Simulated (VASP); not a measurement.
Runs of VASP 6.6.1 on Se. The structure is that of space group Pm-3m (No. 221), or close to it. The cells are those of the table. This isn't the form of Se at room conditions, which is trigonal, of chains.

```csv
task,level,spin,cell,k mesh,cutoff (eV),grid for exact exchange (PRECFOCK),share of exact exchange,gap on the mesh (eV),pressure (GPa)
single point,r2SCAN,off,"a = 2.814 Å, 1 atom",13 × 13 × 13,520,-,-,none,0.0
single point,r2SCAN,off,"a = 2.737 Å, 1 atom",13 × 13 × 13,520,-,-,none,7.8
single point,r2SCAN,off,"a = 2.697 Å, 1 atom",13 × 13 × 13,520,-,-,none,13.1
single point,r2SCAN,off,"a = 2.923 Å, 1 atom",13 × 13 × 13,520,-,-,none,-6.7
single point,r2SCAN0,off,"a = 2.814 Å, 1 atom",6 × 6 × 6,520,Normal,0.25,none,-4.0
single point,r2SCAN,off,"a = 2.776 Å, 1 atom",13 × 13 × 13,520,-,-,none,(a)
single point,r2SCAN,off,"a = 2.851 Å, 1 atom",13 × 13 × 13,520,-,-,none,-2.7
single point,r2SCAN,off,"a = 2.814 Å, 1 atom",11 × 11 × 11,520,-,-,none,-0.1
single point,r2SCAN,off,"a = 2.887 Å, 1 atom",13 × 13 × 13,520,-,-,none,-4.9
single point,r2SCAN,"non-collinear, zero start, SOC","a = 2.814 Å, 1 atom",11 × 11 × 11,520,-,-,-,0.0
relaxation of cell and atoms,r2SCAN,off,"relaxed from a = 2.866 Å, 1 atom",11 × 11 × 11,600,-,-,none,0.0
single point,r2SCAN,off,"a = 2.814 Å, 1 atom",18 × 18 × 18,520,-,-,none,(b)
```

Alike in all rows: potentials or basis VASP PAW PBE potentials, release 64 (Se); smearing fermi-dirac 0.1 eV.

Q: Fill in the values left out.

A: (a) 3.5; (b) 0.1.

Caveats: some runs use coarse meshes; the PAW data sets were made with another functional, which shifts forces and pressure a little; the cell stands under pressure (at least some runs); the cell stands under tension (at least some runs).

A k mesh can miss the band edges, and rows without SOC leave out spin-orbit coupling on Se.

A gap of «none» marks levels without a gap at the run's occupations.
